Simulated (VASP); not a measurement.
A run of VASP 6.6.1 is set up as follows.

File INCAR:

```
SYSTEM = Si5Ni
ALGO     = Normal         ! electronic algorithm
EDIFF    = 1E-7           ! SCF threshold, eV
ENCUT    = 520            ! plane-wave cutoff, eV
GGA      = PE             ! functional
ISIF     = 2              ! what is computed and relaxed
ISMEAR   = -1             ! smearing method
ISYM     = 0            
LASPH    = .TRUE.         ! aspherical terms in the spheres
LCHARG   = .FALSE.        ! write CHGCAR
LREAL    = Auto         
LWAVE    = .FALSE.        ! write WAVECAR
NBANDS   = 78             ! bands
NELM     = 100            ! most SCF steps
PREC     = Accurate       ! precision mode
SIGMA    = 0.05           ! smearing width, eV
```

Contents of KPOINTS:

```
Automatic mesh
0
Gamma
  1 1 1
  0.25 0.25 0.25
```

POSCAR

```
Si5Ni
1.0
    7.1614510000     -0.0505580000     -0.0272950000
   -0.0505580000      7.1365650000     -0.2213880000
   -0.0272950000     -0.2213880000      7.0643700000
Si Ni
20 4
Direct
    0.7008538517      0.4130813152      0.8257172334
    0.3551534112      0.3084712810      0.8824349167
    0.8466412417      0.8743870032      0.4273862868
    0.4660690333      0.5856932524      0.1799620932
    0.7732151916      0.4984947182      0.1744572633
    0.8861699880      0.2085359662      0.4617616816
    0.9266149904      0.7951374700      0.0971346136
    0.4624808302      0.0973565653      0.5667576853
    0.7683739078      0.8129948736      0.8133246241
    0.7504865014      0.1522360833      0.1387636507
    0.9060210965      0.1406864575      0.7904693751
    0.0819759241      0.1525737268      0.1178509230
    0.1277999609      0.7005578176      0.7236620384
    0.2258120211      0.3252109592      0.5313320711
    0.4351806006      0.7658969755      0.9009462491
    0.5346311820      0.9262752541      0.2855243969
    0.1936829819      0.9217506815      0.4659576320
    0.4637306811      0.5448824754      0.6442711764
    0.8606216709      0.5569637351      0.4953637417
    0.1600414642      0.4937052820      0.1065525669
    0.2471310797      0.6108019979      0.4072610403
    0.5882922620      0.0760996990      0.8680622614
    0.2413195087      0.8483418238      0.1542176465
    0.2238442548      0.0177664715      0.8111165061
```

Potentials or basis: VASP PAW PBE potentials, release 64 (Si, Ni).

Command:

```bash
$ cat potpaw_PBE.64/Si/POTCAR potpaw_PBE.64/Ni/POTCAR > POTCAR
$ mpirun -np 1 vasp_std > vasp.out
```

**Question.** Predict the band gap on the k mesh.

**Answer.** 0.47 eV.

**Question.** Estimate the largest force.

**Answer.** 1.580 eV/Å.

Forces on the atoms (eV/Å):
```
Si   0.509 -0.495  0.207
Si   0.291  0.453 -0.545
Si  -0.376 -0.326  0.397
Si   0.261  0.835 -0.113
Si   0.103 -0.283 -1.056
Si   0.860  0.912  0.286
Si  -0.066 -0.442  0.474
Si  -0.061  0.657  0.600
Si   0.340 -0.196 -1.091
Si  -0.203  0.053 -0.226
Si   0.319  0.171  0.030
Si   0.176 -0.618 -0.198
Si  -0.355 -0.296 -0.212
Si  -0.667 -0.854  0.290
Si   0.001  1.078 -0.218
Si   0.332 -0.162  0.097
Si  -0.334  0.521  0.240
Si  -0.029 -0.047 -0.435
Si   0.427 -0.428  1.460
Si  -0.540  0.108 -0.042
Ni  -0.562 -0.681  0.541
Ni  -0.187  0.093 -0.305
Ni  -0.210  0.388 -0.382
Ni  -0.028 -0.439  0.201
```

Caveat: the k points lie up to 0.89 Å⁻¹ apart. Spin polarisation is off, so any magnetic state and its effect on volume and gap are missing.
